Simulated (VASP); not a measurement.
# NaH (Fm-3m) in VASP: a series of runs

Aim: see how the results for NaH move with the level of theory and the settings. Levels: PBE-based screened hybrid with 75 % exact exchange, PBE-based global hybrid with 35 % exact exchange. Tasks: single point.

Everything below comes from runs of VASP 6.6.1. Logs are shortened: lines on timing, memory, paths and dates and some standing lists are left out, and cuts for length are marked.

### 1 The cell of the first run

Symmetry: Fm-3m, No. 225, cubic system. Conventional cell: a = 4.795 Å, b = 4.795 Å, c = 4.795 Å, α = 90.00°, β = 90.00°, γ = 90.00°. Na (site symmetry m-3m) has 6 H at 2.40 Å within 3.2 Å. Within 3.2 Å of H (site symmetry m-3m) lie 6 Na at 2.40 Å.

### 2 Single point, PBE-based screened hybrid with 75 % exact exchange

POSCAR reads:

```
NaH
1.0
    0.0000000000      2.3975116422      2.3975116422
    2.3975116422      0.0000000000      2.3975116422
    2.3975116422      2.3975116422      0.0000000000
Na H
1 1
Direct
    0.0000000000      0.0000000000      0.0000000000
    0.5000000000      0.5000000000      0.5000000000
```

INCAR.step1 reads:

```
PREC = Accurate
ENCUT = 520
EDIFF = 1E-5
ISMEAR = 0
SIGMA = 0.01
LREAL = F
LASPH = T
NELM = 60
ALGO = Normal
ISIF = 2
LWAVE = T
LCHARG = F
GGA = PE
NBANDS = 11
```

INCAR.step2 reads:

```
PREC = Accurate
ENCUT = 520
EDIFF = 1E-6
ISMEAR = 0
SIGMA = 0.01
LREAL = F
LASPH = T
NELM = 60
ALGO = Normal
ISIF = 2
LWAVE = F
LCHARG = F
GGA = PE
LHFCALC = T
AEXX = 0.75
HFSCREEN = 0.3
PRECFOCK = Normal
ISTART = 1
NBANDS = 11
```

KPOINTS reads:

```
Automatic mesh
0
Gamma
  4 4 4
```

Potentials or basis: VASP PAW PBE potentials, release 64 (Na_pv, H).

Started as:

```console
$ cat potpaw_PBE.64/Na_pv/POTCAR potpaw_PBE.64/H/POTCAR > POTCAR
$ cp INCAR.step1 INCAR
$ mpirun -np 1 vasp_std > vasp.out
$ cp INCAR.step2 INCAR
$ mpirun -np 1 vasp_std > vasp.out
```

OUTCAR:

```text
PREC = Accurate
   ENCUT = 520
   EDIFF = 1E-6
   ISMEAR = 0
   LREAL = F
   LASPH = T
   NELM = 60
   ISIF = 2
   GGA = PE
   LHFCALC = T
   AEXX = 0.75
   HFSCREEN = 0.3
   PRECFOCK = Normal
   ISTART = 1

 ion  position               nearest neighbor table
   1  0.000  0.000  0.000-
   2  0.500  0.500  0.500-

  LATTYP: Found a face centered cubic cell.
 ALAT       =     4.7950232844

  Lattice vectors:

 A1 = (   0.0000000000,   2.3975116422,   2.3975116422)
 A2 = (   2.3975116422,   0.0000000000,   2.3975116422)
 A3 = (   2.3975116422,   2.3975116422,   0.0000000000)

Analysis of symmetry for initial positions (statically):
=====================================================================
 Subroutine PRICEL returns:
 Original cell was already a primitive cell.

 Routine SETGRP: Setting up the symmetry group for a
 face centered cubic supercell.

 Subroutine GETGRP returns: Found 48 space group operations
 (whereof 48 operations were pure point group operations)
 out of a pool of 48 trial point group operations.

The static configuration has the point symmetry O_h .

Analysis of symmetry for dynamics (positions and initial velocities):
=====================================================================
 Subroutine PRICEL returns:
 Original cell was already a primitive cell.

 Routine SETGRP: Setting up the symmetry group for a
 face centered cubic supercell.

 Subroutine GETGRP returns: Found 48 space group operations
 (whereof 48 operations were pure point group operations)
 out of a pool of 48 trial point group operations.

The dynamic configuration has the point symmetry O_h .

 Subroutine INISYM returns: Found 48 space group operations
 (whereof 48 operations are pure point group operations),
 and found     1 'primitive' translations

----------------------------------------------------------------------------------------

                                     Primitive cell

  volume of cell :      27.5621

  direct lattice vectors                    reciprocal lattice vectors
     0.000000000  2.397511642  2.397511642    -0.208549561  0.208549561  0.208549561
     2.397511642  0.000000000  2.397511642     0.208549561 -0.208549561  0.208549561
     2.397511642  2.397511642  0.000000000     0.208549561  0.208549561 -0.208549561

  length of vectors
     3.390593480  3.390593480  3.390593480     0.361218435  0.361218435  0.361218435

[... 78 lines left out ...]
   ISMEAR =     0;   SIGMA  =   0.01  broadening in eV -4-tet -1-fermi 0-gaus
   EFERMI_NEDOS =   21; number of points for ismear=-14 and -15
   IALGO  =     38    algorithm
   IMIX   =      1    mixing-type and parameters
     AMIX     =   0.40;   BMIX     =  1.00
     AMIX_MAG =   1.60;   BMIX_MAG =  1.00
  volume/ion in A,a.u.               =      13.78        93.00
  Fermi-wavevector in a.u.,A,eV,Ry     =   1.083929  2.048328 15.985508  1.174902
  Thomas-Fermi vector in A             =   2.220007
   LORBIT       =      0    0 simple, 1 ext, 2 COOP (PROOUT), +10 PAW based schemes
   GGA     = PE    functional components
   LHFCALC =     T    Hartree Fock is set to
   PRECFOCK=normal    Normal, Fast or Accurate (Low or Medium for compatibility)
   ENCUT4O =  -1.0   cutoff for four orbital integrals eV
   NKREDX  =     1    reduce k-point grid by
   NKREDY  =     1    reduce k-point grid by
   NKREDZ  =     1    reduce k-point grid by
   AEXX    =    0.7500 exact exchange contribution
   HFSCREEN=    0.3000 screening length (either q_TF or 0.3 A-1)
   HFSCREENC=   0.3000 screening length for correlation (either q_TF or 0.3 A-1)
   ENCUTFOCK=  -1.0 apply spherical cutoff to Coloumb kernel
   IVDW    =     0    specifies the selected vdW correction
   LEPSILON=     F    determine dielectric tensor
   LRPA    =     F    only Hartree local field effects (RPA)
 non-spin polarized calculation
 Gauss-broadening in eV      SIGMA  =   0.01
  energy-cutoff  :      520.00
  volume of cell :       27.56
 maximum number of plane-waves:       754
 NGX is ok and might be reduce to    28
  NGX = 20; NGY = 20; NGZ = 20

 number of electron       7.9999992 magnetization

 Free energy of the ion-electron system (eV)
  ---------------------------------------------------
  ext. energy  EPLUGINS =         0.00000000
  ---------------------------------------------------
  free energy    TOTEN  =        -6.84194076 eV

  energy without entropy =       -6.84194076  energy(sigma->0) =       -6.84194076

 E-fermi :  -2.9024     XC(G=0):  -4.4577

 val. band max:       -2.9473608194   @ k =  -0.2500   0.5000   0.2500
 cond. band min:       3.4266432612   @ k =   0.5000   0.0000   0.0000
 fundamental gap:      6.3740040807
 Fermi energy:        -2.9024127508

 k-point     1 :       0.0000    0.0000    0.0000
  band No.  band energies     occupation
      1     -31.7330      2.00000
      2     -31.7330      2.00000
      3     -31.7330      2.00000
      4      -7.3429      2.00000
      5      11.5286      0.00000
      6      16.3139      0.00000
      7      16.3139      0.00000
      8      16.3139      0.00000
      9      17.5860      0.00000
     10      17.5860      0.00000
     11      17.5860      0.00000
[... 85 lines left out ...]
 k-point     8 :      -0.2500    0.5000    0.2500
  band No.  band energies     occupation
      1     -31.7803      2.00000
      2     -31.7803      2.00000
      3     -31.7631      2.00000
      4      -2.9474      2.00000
      5       5.8641      0.00000
      6       5.8641      0.00000
      7       8.7103      0.00000
      8      17.7464      0.00000
      9      18.6024      0.00000
     10      18.6024      0.00000
     11      20.7671      0.00000

------------------------ aborting loop because EDIFF is reached ----------------------------------------

  FORCE on cell =-STRESS in cart. coord.  units (eV):
  Direction    XX          YY          ZZ          XY          YZ          ZX
  --------------------------------------------------------------------------------------
  -------------------------------------------------------------------------------------
  Total       -0.0845510     -0.0845510     -0.0845510      0.0000000      0.0000000      0.0000000
  in kB       -4.9149298     -4.9149298     -4.9149298      0.0000000      0.0000000      0.0000000
  external PRESSURE =      -4.9149298 kB  Pullay stress =       0.0000000 kB

 VOLUME and BASIS-vectors are now :
 -----------------------------------------------------------------------------
  energy-cutoff  :      520.00
  volume of cell :       27.56
      direct lattice vectors                 reciprocal lattice vectors
     0.000000000  2.397511642  2.397511642    -0.208549561  0.208549561  0.208549561
     2.397511642  0.000000000  2.397511642     0.208549561 -0.208549561  0.208549561
     2.397511642  2.397511642  0.000000000     0.208549561  0.208549561 -0.208549561

 POSITION                                       TOTAL-FORCE (eV/Angst)
 -----------------------------------------------------------------------------------
      0.00000      0.00000      0.00000        -0.000000      0.000000     -0.000000
      2.39751      2.39751      2.39751         0.000000     -0.000000      0.000000
 -----------------------------------------------------------------------------------
    total drift:                               -0.000001     -0.000001     -0.000001

  FREE ENERGIE OF THE ION-ELECTRON SYSTEM (eV)
  ---------------------------------------------------
  free  energy   TOTEN  =        -6.8419407599 eV

  energy  without entropy=       -6.8419407599  energy(sigma->0) =       -6.84194076
```

OUTCAR.step1:

```text
PREC = Accurate
   ENCUT = 520
   EDIFF = 1E-5
   ISMEAR = 0
   LREAL = F
   LASPH = T
[... 314 lines left out ...]
 -----------------------------------------------------------------------------------
      0.00000      0.00000      0.00000        -0.000000     -0.000000      0.000000
      2.39751      2.39751      2.39751         0.000000      0.000000     -0.000000
 -----------------------------------------------------------------------------------
    total drift:                               -0.000000      0.000000      0.000000

  FREE ENERGIE OF THE ION-ELECTRON SYSTEM (eV)
  ---------------------------------------------------
  free  energy   TOTEN  =        -5.0863838929 eV

  energy  without entropy=       -5.0863838929  energy(sigma->0) =       -5.08638389
```

OSZICAR.step1:

```text
N       E                     dE             d eps       ncg     rms          rms(c)
DAV:   1     0.427533859808E+02    0.42753E+02   -0.45320E+03   176   0.764E+02
DAV:   2    -0.374518887405E+01   -0.46499E+02   -0.45533E+02   182   0.224E+02
DAV:   3    -0.550264703781E+01   -0.17575E+01   -0.17558E+01   208   0.377E+01
DAV:   4    -0.551545760580E+01   -0.12811E-01   -0.12810E-01   222   0.320E+00
DAV:   5    -0.551554722959E+01   -0.89624E-04   -0.89623E-04   197   0.269E-01    0.321E+00
DAV:   6    -0.517551711142E+01    0.34003E+00   -0.32520E-01   202   0.281E+00    0.149E+00
DAV:   7    -0.508187932091E+01    0.93638E-01   -0.32086E-01   185   0.216E+00    0.348E-01
DAV:   8    -0.508641660456E+01   -0.45373E-02   -0.98075E-03   194   0.957E-01    0.653E-02
DAV:   9    -0.508639602298E+01    0.20582E-04   -0.10626E-03   208   0.347E-01    0.217E-02
DAV:  10    -0.508638084335E+01    0.15180E-04   -0.55076E-05   210   0.491E-02    0.416E-03
DAV:  11    -0.508638389289E+01   -0.30495E-05   -0.55885E-06   188   0.110E-02
   1 F= -.50863839E+01 E0= -.50863839E+01  d E =-.102916-101
```

It took 2 min on 1 thread of AMD EPYC 7R13, shared host; peak memory 0.22 GiB.

Results:

```
Free energy            : -6.8419 eV
Pressure               : -0.5 GPa
Band gap on the k mesh : 6.37 eV (least direct gap 7.41 eV)
```

Levels at points of the mesh, in eV from the valence-band top:
```
           k point  band 1  band 2  band 3  band 4  band 5  band 6  band 7  band 8
(0.00, 0.00, 0.00)  -28.79  -28.79  -28.79   -4.40   14.48   19.26   19.26   19.26
(0.50, 0.00, 0.00)  -28.87  -28.79  -28.79   -1.07    6.37   14.34   17.02   17.02
(0.50, 0.50, 0.00)  -28.85  -28.81  -28.81   -0.19    7.22   13.16   14.05   14.05
```

Caveat: the k points lie up to 0.57 Å⁻¹ apart; the PAW data sets were made with another functional, which shifts forces and pressure a little.

### 3 Single point, PBE-based global hybrid with 35 % exact exchange

POSCAR is that of step 2.

INCAR.step1 reads:

```
PREC     = Accurate       # precision mode
ENCUT    = 520            # plane-wave cutoff, eV
EDIFF    = 1E-5           # SCF threshold, eV
ISMEAR   = 0              # smearing method
SIGMA    = 0.01           # smearing width, eV
LREAL    = F              # projectors in reciprocal space
LASPH    = T              # aspherical terms in the spheres
NELM     = 80             # most SCF steps
ALGO     = Normal         # electronic algorithm
ISIF     = 2              # what is computed and relaxed
LWAVE    = T              # write WAVECAR
GGA      = PE             # functional
NBANDS   = 11             # bands
```

INCAR.step2 reads:

```
PREC     = Accurate       # precision mode
ENCUT    = 520            # plane-wave cutoff, eV
EDIFF    = 1E-6           # SCF threshold, eV
ISMEAR   = 0              # smearing method
SIGMA    = 0.01           # smearing width, eV
LREAL    = F              # projectors in reciprocal space
LASPH    = T              # aspherical terms in the spheres
NELM     = 80             # most SCF steps
ALGO     = Normal         # electronic algorithm
ISIF     = 2              # what is computed and relaxed
LWAVE    = F              # write WAVECAR
LCHARG   = T              # write CHGCAR
GGA      = PE             # functional
LHFCALC  = T              # exact exchange
AEXX     = 0.35           # exact-exchange fraction
PRECFOCK = Normal       
LELF     = T              # ELF
LVHAR    = T            
ISTART   = 1            
NBANDS   = 11             # bands
```

KPOINTS reads:

```
regular mesh
0
Gamma
  4 4 4
```

Potentials or basis: VASP PAW PBE potentials, release 64 (Na_pv, H).

Started as:

```console
$ cat potpaw_PBE.64/Na_pv/POTCAR potpaw_PBE.64/H/POTCAR > POTCAR
$ cp INCAR.step1 INCAR
$ mpirun -np 1 vasp_std > vasp.out
$ cp INCAR.step2 INCAR
$ mpirun -np 1 vasp_std > vasp.out
```

OUTCAR:

```text
PREC = Accurate
   ENCUT = 520
   EDIFF = 1E-6
   ISMEAR = 0
   LREAL = F
   LASPH = T
   NELM = 80
   ISIF = 2
   GGA = PE
   LHFCALC = T
   AEXX = 0.35
   PRECFOCK = Normal
   ISTART = 1

 ion  position               nearest neighbor table
   1  0.000  0.000  0.000-
   2  0.500  0.500  0.500-

  LATTYP: Found a face centered cubic cell.
 ALAT       =     4.7950232844

  Lattice vectors:

 A1 = (   0.0000000000,   2.3975116422,   2.3975116422)
 A2 = (   2.3975116422,   0.0000000000,   2.3975116422)
 A3 = (   2.3975116422,   2.3975116422,   0.0000000000)

Analysis of symmetry for initial positions (statically):
=====================================================================
 Subroutine PRICEL returns:
 Original cell was already a primitive cell.

 Routine SETGRP: Setting up the symmetry group for a
 face centered cubic supercell.

 Subroutine GETGRP returns: Found 48 space group operations
 (whereof 48 operations were pure point group operations)
 out of a pool of 48 trial point group operations.

The static configuration has the point symmetry O_h .

Analysis of symmetry for dynamics (positions and initial velocities):
=====================================================================
 Subroutine PRICEL returns:
 Original cell was already a primitive cell.

 Routine SETGRP: Setting up the symmetry group for a
 face centered cubic supercell.

 Subroutine GETGRP returns: Found 48 space group operations
 (whereof 48 operations were pure point group operations)
 out of a pool of 48 trial point group operations.

The dynamic configuration has the point symmetry O_h .

 Subroutine INISYM returns: Found 48 space group operations
 (whereof 48 operations are pure point group operations),
 and found     1 'primitive' translations

----------------------------------------------------------------------------------------

                                     Primitive cell

[... 108 lines left out ...]
   ENCUTFOCK=  -1.0 apply spherical cutoff to Coloumb kernel
   IVDW    =     0    specifies the selected vdW correction
   LEPSILON=     F    determine dielectric tensor
   LRPA    =     F    only Hartree local field effects (RPA)
 non-spin polarized calculation
 Gauss-broadening in eV      SIGMA  =   0.01
  energy-cutoff  :      520.00
  volume of cell :       27.56
 maximum number of plane-waves:       754
 NGX is ok and might be reduce to    28
  NGX = 20; NGY = 20; NGZ = 20

 number of electron       7.9999992 magnetization

 Free energy of the ion-electron system (eV)
  ---------------------------------------------------
  ext. energy  EPLUGINS =         0.00000000
  ---------------------------------------------------
  free energy    TOTEN  =        -6.55902223 eV

  energy without entropy =       -6.55902223  energy(sigma->0) =       -6.55902223

 E-fermi :  -2.5299     XC(G=0):  -5.5412

 val. band max:       -2.6626056578   @ k =  -0.2500   0.5000   0.2500
 cond. band min:       3.6819468123   @ k =   0.5000   0.0000   0.0000
 fundamental gap:      6.3445524701
 Fermi energy:        -2.5298813084

 k-point     1 :       0.0000    0.0000    0.0000
  band No.  band energies     occupation
      1     -27.9412      2.00000
      2     -27.9412      2.00000
      3     -27.9412      2.00000
      4      -6.8723      2.00000
      5      11.2501      0.00000
      6      16.1675      0.00000
      7      16.1675      0.00000
      8      16.1675      0.00000
      9      17.3444      0.00000
     10      17.3444      0.00000
     11      17.3444      0.00000
[... 85 lines left out ...]
 k-point     8 :      -0.2500    0.5000    0.2500
  band No.  band energies     occupation
      1     -27.9966      2.00000
      2     -27.9966      2.00000
      3     -27.9749      2.00000
      4      -2.6626      2.00000
      5       6.0533      0.00000
      6       6.0533      0.00000
      7       8.7587      0.00000
      8      17.3548      0.00000
      9      18.4280      0.00000
     10      18.4280      0.00000
     11      20.3905      0.00000

------------------------ aborting loop because EDIFF is reached ----------------------------------------

  FORCE on cell =-STRESS in cart. coord.  units (eV):
  Direction    XX          YY          ZZ          XY          YZ          ZX
  --------------------------------------------------------------------------------------
  -------------------------------------------------------------------------------------
  Total       -0.0111719     -0.0111719     -0.0111719     -0.0000000      0.0000000     -0.0000000
  in kB       -0.6494214     -0.6494214     -0.6494214     -0.0000000      0.0000000     -0.0000000
  external PRESSURE =      -0.6494214 kB  Pullay stress =       0.0000000 kB

 VOLUME and BASIS-vectors are now :
 -----------------------------------------------------------------------------
  energy-cutoff  :      520.00
  volume of cell :       27.56
      direct lattice vectors                 reciprocal lattice vectors
     0.000000000  2.397511642  2.397511642    -0.208549561  0.208549561  0.208549561
     2.397511642  0.000000000  2.397511642     0.208549561 -0.208549561  0.208549561
     2.397511642  2.397511642  0.000000000     0.208549561  0.208549561 -0.208549561

 POSITION                                       TOTAL-FORCE (eV/Angst)
 -----------------------------------------------------------------------------------
      0.00000      0.00000      0.00000        -0.000000      0.000000      0.000000
      2.39751      2.39751      2.39751         0.000000     -0.000000      0.000000
 -----------------------------------------------------------------------------------
    total drift:                                0.000000     -0.000000     -0.000000

  FREE ENERGIE OF THE ION-ELECTRON SYSTEM (eV)
  ---------------------------------------------------
  free  energy   TOTEN  =        -6.5590222253 eV

  energy  without entropy=       -6.5590222253  energy(sigma->0) =       -6.55902223
```

OUTCAR.step1:

```text
PREC = Accurate
   ENCUT = 520
   EDIFF = 1E-5
   ISMEAR = 0
   LREAL = F
   LASPH = T
[... 314 lines left out ...]
 -----------------------------------------------------------------------------------
      0.00000      0.00000      0.00000        -0.000000     -0.000000      0.000000
      2.39751      2.39751      2.39751         0.000000      0.000000     -0.000000
 -----------------------------------------------------------------------------------
    total drift:                               -0.000000      0.000000      0.000000

  FREE ENERGIE OF THE ION-ELECTRON SYSTEM (eV)
  ---------------------------------------------------
  free  energy   TOTEN  =        -5.0863838929 eV

  energy  without entropy=       -5.0863838929  energy(sigma->0) =       -5.08638389
```

OSZICAR.step1:

```text
N       E                     dE             d eps       ncg     rms          rms(c)
DAV:   1     0.427533859808E+02    0.42753E+02   -0.45320E+03   176   0.764E+02
DAV:   2    -0.374518887405E+01   -0.46499E+02   -0.45533E+02   182   0.224E+02
DAV:   3    -0.550264703781E+01   -0.17575E+01   -0.17558E+01   208   0.377E+01
DAV:   4    -0.551545760580E+01   -0.12811E-01   -0.12810E-01   222   0.320E+00
DAV:   5    -0.551554722959E+01   -0.89624E-04   -0.89623E-04   197   0.269E-01    0.321E+00
DAV:   6    -0.517551711142E+01    0.34003E+00   -0.32520E-01   202   0.281E+00    0.149E+00
DAV:   7    -0.508187932091E+01    0.93638E-01   -0.32086E-01   185   0.216E+00    0.348E-01
DAV:   8    -0.508641660456E+01   -0.45373E-02   -0.98075E-03   194   0.957E-01    0.653E-02
DAV:   9    -0.508639602298E+01    0.20582E-04   -0.10626E-03   208   0.347E-01    0.217E-02
DAV:  10    -0.508638084335E+01    0.15180E-04   -0.55076E-05   210   0.491E-02    0.416E-03
DAV:  11    -0.508638389289E+01   -0.30495E-05   -0.55885E-06   188   0.110E-02
   1 F= -.50863839E+01 E0= -.50863839E+01  d E =-.102916-101
```

It took 2 min on 1 thread of AMD EPYC 7R13, shared host; peak memory 0.12 GiB.

What came out:

- Free energy: -6.5590 eV
- Pressure: -0.1 GPa
- Band gap on the k mesh: 6.34 eV (least direct gap 7.37 eV)

Caveat: the k points lie up to 0.57 Å⁻¹ apart; the PAW data sets were made with another functional, which shifts forces and pressure a little.
